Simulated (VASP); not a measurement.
# NaMg3O4 (Pm-3m) in VASP: single point with PBEsol

Aim: the single point of NaMg3O4 with PBEsol.

Everything below comes from runs of VASP 6.6.1. Logs are shortened: lines on timing, memory, paths and dates and some standing lists are left out, and cuts for length are marked.

### 1 The cell of the first run

The structure is cubic, space group Pm-3m (No. 221). The conventional cell has a = 4.354 Å, b = 4.354 Å, c = 4.354 Å, α = 90.00°, β = 90.00°, γ = 90.00°. Na (site symmetry m-3m) has 6 O at 2.18 Å within 2.9 Å. Mg (site symmetry 4/mmm) has 6 O at 2.18 Å within 2.9 Å. Within 2.9 Å of O (site symmetry 4/mmm) lie 2 Na at 2.18 Å and 4 Mg at 2.18 Å. Within 2.9 Å of O (site symmetry m-3m) lie 6 Mg at 2.18 Å.

### 2 Single point, PBEsol

The input, INCAR:

```
SYSTEM = NaMg3O4
PREC = Accurate
ENCUT = 600
EDIFF = 1E-6
ISMEAR = -1
SIGMA = 0.15
LREAL = .False.
LASPH = .True.
NELM = 120
ALGO = Normal
ISIF = 2
LWAVE = .False.
LCHARG = .False.
GGA = PS
NBANDS = 28
GGA_COMPAT = .False.
```

The input, KPOINTS:

```
regular mesh
0
Gamma
  6 6 6
  0 0 0
```

The input, POSCAR:

```
NaMg3O4
1.0
    4.3537536500      0.0000000000      0.0000000000
    0.0000000000      4.3537536500      0.0000000000
    0.0000000000      0.0000000000      4.3537536500
Na Mg O
1 3 4
Direct
    0.0000000000      0.0000000000      0.0000000000
    0.0000000000      0.5000000000      0.5000000000
    0.5000000000      0.0000000000      0.5000000000
    0.5000000000      0.5000000000      0.0000000000
    0.5000000000      0.0000000000      0.0000000000
    0.0000000000      0.0000000000      0.5000000000
    0.0000000000      0.5000000000      0.0000000000
    0.5000000000      0.5000000000      0.5000000000
```

Potentials or basis: VASP PAW PBE potentials, release 64 (Na_pv, Mg, O).

Started as:

```sh
cat potpaw_PBE.64/Na_pv/POTCAR potpaw_PBE.64/Mg/POTCAR potpaw_PBE.64/O/POTCAR > POTCAR
mpirun -np 1 vasp_std > vasp.out
```

OUTCAR:

```text
SYSTEM = NaMg3O4
   PREC = Accurate
   ENCUT = 600
   EDIFF = 1E-6
   ISMEAR = -1
   LREAL = .False.
   LASPH = .True.
   NELM = 120
   ISIF = 2
   GGA = PS

 ion  position               nearest neighbor table
   1  0.000  0.000  0.000-   5 2.18   6 2.18   7 2.18   6 2.18   7 2.18   5 2.18   2 3.08   3 3.08
                             2 3.08   2 3.08   4 3.08   3 3.08   2 3.08   3 3.08   4 3.08   4 3.08
   2  0.000  0.500  0.500-   6 2.18   7 2.18   8 2.18   7 2.18   6 2.18   8 2.18   1 3.08   4 3.08
                             1 3.08   1 3.08   3 3.08   3 3.08   1 3.08   3 3.08   4 3.08   4 3.08
   3  0.500  0.000  0.500-   5 2.18   6 2.18   8 2.18   5 2.18   8 2.18   6 2.18   1 3.08   4 3.08
                             1 3.08   2 3.08   4 3.08   2 3.08   4 3.08   1 3.08   2 3.08   4 3.08
   4  0.500  0.500  0.000-   5 2.18   7 2.18   8 2.18   8 2.18   5 2.18   7 2.18   2 3.08   3 3.08
                             1 3.08   1 3.08   3 3.08   2 3.08   3 3.08   1 3.08   2 3.08   3 3.08
   5  0.500  0.000  0.000-   1 2.18   3 2.18   4 2.18   3 2.18   4 2.18   1 2.18
   6  0.000  0.000  0.500-   1 2.18   2 2.18   3 2.18   1 2.18   2 2.18   3 2.18
   7  0.000  0.500  0.000-   1 2.18   2 2.18   4 2.18   2 2.18   1 2.18   4 2.18
   8  0.500  0.500  0.500-   2 2.18   3 2.18   4 2.18   4 2.18   3 2.18   2 2.18

  LATTYP: Found a simple cubic cell.
 ALAT       =     4.3537536500

  Lattice vectors:

 A1 = (   4.3537536500,   0.0000000000,   0.0000000000)
 A2 = (   0.0000000000,   4.3537536500,   0.0000000000)
 A3 = (   0.0000000000,   0.0000000000,   4.3537536500)

Analysis of symmetry for initial positions (statically):
=====================================================================
 Subroutine PRICEL returns:
 Original cell was already a primitive cell.

 Routine SETGRP: Setting up the symmetry group for a
 simple cubic supercell.

 Subroutine GETGRP returns: Found 48 space group operations
 (whereof 48 operations were pure point group operations)
 out of a pool of 48 trial point group operations.

The static configuration has the point symmetry O_h .

Analysis of symmetry for dynamics (positions and initial velocities):
=====================================================================
 Subroutine PRICEL returns:
 Original cell was already a primitive cell.

 Routine SETGRP: Setting up the symmetry group for a
 simple cubic supercell.

 Subroutine GETGRP returns: Found 48 space group operations
 (whereof 48 operations were pure point group operations)
 out of a pool of 48 trial point group operations.

The dynamic configuration has the point symmetry O_h .

 Subroutine INISYM returns: Found 48 space group operations
 (whereof 48 operations are pure point group operations),
 and found     1 'primitive' translations

----------------------------------------------------------------------------------------

                                     Primitive cell

  volume of cell :      82.5261

  direct lattice vectors                    reciprocal lattice vectors
     4.353753650  0.000000000  0.000000000     0.229686859  0.000000000  0.000000000
     0.000000000  4.353753650  0.000000000     0.000000000  0.229686859  0.000000000
     0.000000000  0.000000000  4.353753650     0.000000000  0.000000000  0.229686859

  length of vectors
     4.353753650  4.353753650  4.353753650     0.229686859  0.229686859  0.229686859

  position of ions in fractional coordinates (direct lattice)
     0.000000000  0.000000000  0.000000000
     0.000000000  0.500000000  0.500000000
     0.500000000  0.000000000  0.500000000
     0.500000000  0.500000000  0.000000000
     0.500000000  0.000000000  0.000000000
     0.000000000  0.000000000  0.500000000
     0.000000000  0.500000000  0.000000000
     0.500000000  0.500000000  0.500000000

  ion indices of the primitive-cell ions
   primitive index   ion index
                 1           1
                 2           2
                 3           3
                 4           4
                 5           5
                 6           6
                 7           7
                 8           8

----------------------------------------------------------------------------------------

 KPOINTS: regular mesh

Automatic generation of k-mesh.
 Grid dimensions read from file:
 generate k-points for:    6    6    6

 Generating k-lattice:

  Cartesian coordinates                     Fractional coordinates (reciprocal lattice)
     0.038281143  0.000000000  0.000000000     0.166666667  0.000000000  0.000000000
     0.000000000  0.038281143  0.000000000     0.000000000  0.166666667  0.000000000
     0.000000000  0.000000000  0.038281143     0.000000000  0.000000000  0.166666667

  Length of vectors
     0.038281143  0.038281143  0.038281143

  Shift w.r.t. Gamma in fractional coordinates (k-lattice)
     0.000000000  0.000000000  0.000000000

 Subroutine IBZKPT returns following result:
 ===========================================

 Found     20 irreducible k-points:

 Following reciprocal coordinates:
            Coordinates               Weight
  0.000000  0.000000  0.000000      1.000000
  0.166667  0.000000  0.000000      6.000000
  0.333333  0.000000  0.000000      6.000000
  0.500000  0.000000  0.000000      3.000000
  0.166667  0.166667  0.000000     12.000000
  0.333333  0.166667  0.000000     24.000000
[... 12 lines left out ...]
  0.500000  0.500000  0.333333      6.000000
  0.500000  0.500000  0.500000      1.000000
   k-points           NKPTS =     20   k-points in BZ     NKDIM =     20   number of bands    NBANDS=     28
   number of dos      NEDOS =    301   number of ions     NIONS =      8
   total plane-waves  NPLWV =  46656
   dimension x,y,z NGX =    36 NGY =   36 NGZ =   36
   dimension x,y,z NGXF=    72 NGYF=   72 NGZF=   72
   ions per type =               1   3   4
   NGX,Y,Z   is equivalent  to a cutoff of  13.75, 13.75, 13.75 a.u.
   NGXF,Y,Z  is equivalent  to a cutoff of  27.49, 27.49, 27.49 a.u.
 SYSTEM =  NaMg3O4
   PREC   = accura    normal or accurate (medium, high low for compatibility)
   ISTART =      0    job   : 0-new  1-cont  2-samecut
   ICHARG =      2    charge: 1-file 2-atom 10-const
   ISPIN  =      1    spin polarized calculation?
   LNONCOLLINEAR =      F non collinear calculations
   LSORBIT =      F    spin-orbit coupling
   LASPH  =      T    aspherical Exc in radial PAW
   ENCUT  =  600.0 eV  44.10 Ry    6.64 a.u.   8.70  8.70  8.70*2*pi/ulx,y,z
   NELM   =    120;   NELMIN=  2; NELMDL= -5     # of ELM steps
   EDIFF  = 0.1E-05   stopping-criterion for ELM
   LREAL  =      F    real-space projection
   EDIFFG = 0.1E-04   stopping-criterion for IOM
   NSW    =      0    number of steps for IOM
   IBRION =     -1    ionic relax: 0-MD 1-quasi-New 2-CG
   NFREE  =      0    steps in history (QN), initial steepest desc. (CG)
   ISIF   =      2    stress and relaxation
   ISYM   =      2    0-nonsym 1-usesym 2-fastsym
   POTIM  = 0.5000    time-step for ionic-motion
   TEBEG  =    0.0;   TEEND  =   0.0 temperature during run
   PSTRESS=    0.0 pullay stress
   NELECT =      37.0000    total number of electrons
   NUPDOWN=      -1.0000    fix difference up-down
   EMIN   =  10.00;   EMAX   =-10.00  energy-range for DOS
   EFERMI =   0.00;   METHOD = LEGACY
   ISMEAR =    -1;   SIGMA  =   0.15  broadening in eV -4-tet -1-fermi 0-gaus
   EFERMI_NEDOS =   21; number of points for ismear=-14 and -15
   IALGO  =     38    algorithm
   IMIX   =      4    mixing-type and parameters
     AMIX     =   0.40;   BMIX     =  1.00
     AMIX_MAG =   1.60;   BMIX_MAG =  1.00
  volume/ion in A,a.u.               =      10.32        69.61
  Fermi-wavevector in a.u.,A,eV,Ry     =   1.252982  2.367793 21.360661  1.569964
  Thomas-Fermi vector in A             =   2.386857
   LORBIT       =      0    0 simple, 1 ext, 2 COOP (PROOUT), +10 PAW based schemes
   GGA     = PS    functional components
   LHFCALC =     F    Hartree Fock is set to
   AEXX    =    0.0000 exact exchange contribution
   IVDW    =     0    specifies the selected vdW correction
   LEPSILON=     F    determine dielectric tensor
   LRPA    =     F    only Hartree local field effects (RPA)
 non-spin polarized calculation
  energy-cutoff  :      600.00
  volume of cell :       82.53
 maximum number of plane-waves:      2800
 NGX is ok and might be reduce to    36
   NGX = 17   NGY = 17   NGZ = 17

 number of electron      36.9999989 magnetization

 Free energy of the ion-electron system (eV)
  ---------------------------------------------------
  ext. energy  EPLUGINS =         0.00000000
  ---------------------------------------------------
  free energy    TOTEN  =       -44.82800575 eV

  energy without entropy =      -44.49768319  energy(sigma->0) =      -44.66284447

 E-fermi :   1.9243     XC(G=0): -10.7955

 val. band max:        1.9220591372   @ k =   0.1667   0.1667   0.1667
 cond. band min:       1.9792305786   @ k =   0.1667   0.0000   0.0000
 fundamental gap:      0.0571714414
 Fermi energy:         1.9242920918

 k-point     1 :       0.0000    0.0000    0.0000
  band No.  band energies     occupation
      1     -17.6219      2.00000
      2     -17.6219      2.00000
      3     -17.6219      2.00000
      4     -14.7142      2.00000
      5     -13.5837      2.00000
      6     -13.4305      2.00000
[... 20 lines left out ...]
     27      14.2391      0.00000
     28      14.2391      0.00000

 k-point     2 :       0.1667    0.0000    0.0000
  band No.  band energies     occupation
      1     -17.6558      2.00000
      2     -17.6215      2.00000
      3     -17.6215      2.00000
      4     -14.6246      2.00000
      5     -13.6192      2.00000
      6     -13.4221      2.00000
[... 550 lines left out ...]
 k-point    20 :       0.5000    0.5000    0.5000
  band No.  band energies     occupation
      1     -17.7412      2.00000
      2     -17.7412      2.00000
      3     -17.7412      2.00000
      4     -13.9463      2.00000
      5     -13.3972      2.00000
      6     -13.3972      2.00000
[... 20 lines left out ...]
     27      14.8802      0.00000
     28      17.0945      0.00000

------------------------ aborting loop because EDIFF is reached ----------------------------------------

  FORCE on cell =-STRESS in cart. coord.  units (eV):
  Direction    XX          YY          ZZ          XY          YZ          ZX
  --------------------------------------------------------------------------------------
  -------------------------------------------------------------------------------------
  Total       -2.5231626     -2.5231626     -2.5231626      0.0000000     -0.0000000      0.0000000
  in kB      -48.9851305    -48.9851305    -48.9851305      0.0000000     -0.0000000      0.0000000
  external PRESSURE =     -48.9851305 kB  Pullay stress =       0.0000000 kB

 VOLUME and BASIS-vectors are now :
 -----------------------------------------------------------------------------
  energy-cutoff  :      600.00
  volume of cell :       82.53
      direct lattice vectors                 reciprocal lattice vectors
     4.353753650  0.000000000  0.000000000     0.229686859  0.000000000  0.000000000
     0.000000000  4.353753650  0.000000000     0.000000000  0.229686859  0.000000000
     0.000000000  0.000000000  4.353753650     0.000000000  0.000000000  0.229686859

 POSITION                                       TOTAL-FORCE (eV/Angst)
 -----------------------------------------------------------------------------------
      0.00000      0.00000      0.00000         0.000000      0.000000      0.000000
      0.00000      2.17688      2.17688         0.000000      0.000000      0.000000
      2.17688      0.00000      2.17688         0.000000      0.000000      0.000000
      2.17688      2.17688      0.00000         0.000000      0.000000      0.000000
      2.17688      0.00000      0.00000         0.000000      0.000000      0.000000
      0.00000      0.00000      2.17688         0.000000      0.000000      0.000000
      0.00000      2.17688      0.00000         0.000000      0.000000      0.000000
      2.17688      2.17688      2.17688         0.000000      0.000000      0.000000
 -----------------------------------------------------------------------------------
    total drift:                                0.000000      0.000000     -0.000000

  FREE ENERGIE OF THE ION-ELECTRON SYSTEM (eV)
  ---------------------------------------------------
  free  energy   TOTEN  =       -44.8280057541 eV

  energy  without entropy=      -44.4976831886  energy(sigma->0) =      -44.66284447
```

Run time: 36 s. Hardware: 1 thread of Intel Xeon Platinum 8259CL at 2.50GHz (Skylake/Cascade Lake), shared host; peak memory 0.23 GiB.

Results:

```yaml
Free_energy: -44.8280 eV
Pressure: -4.9 GPa
Band_gap_on_the_k_mesh: zero (an odd number of electrons rules out a gap without spin polarisation)
```

Levels at points of the mesh, in eV from the Fermi level:
| k point | band 15 | band 16 | band 17 | band 18 | band 19 | band 20 | band 21 | band 22 | band 23 | band 24 |
| --- | --- | --- | --- | --- | --- | --- | --- | --- | --- | --- |
| (0.00, 0.00, 0.00) | -0.91 | -0.91 | 0.13 | 0.13 | 0.13 | 4.24 | 8.94 | 8.94 | 9.38 | 9.38 |
| (0.50, 0.00, 0.00) | -1.03 | -0.75 | -0.75 | -0.26 | -0.26 | 7.11 | 7.76 | 10.87 | 10.95 | 11.17 |
| (0.50, 0.50, 0.00) | -0.86 | -0.64 | -0.64 | -0.58 | -0.15 | 8.51 | 9.07 | 9.07 | 9.08 | 11.13 |
| (0.50, 0.50, 0.50) | -0.58 | -0.58 | -0.58 | -0.15 | -0.15 | 7.24 | 8.01 | 8.01 | 8.01 | 11.48 |

Caveat: the cell stands under tension; the PAW data sets were made with another functional, which shifts forces and pressure a little; an odd number of electrons without spin polarisation forces a metal; a magnetic or distorted state may lie lower.
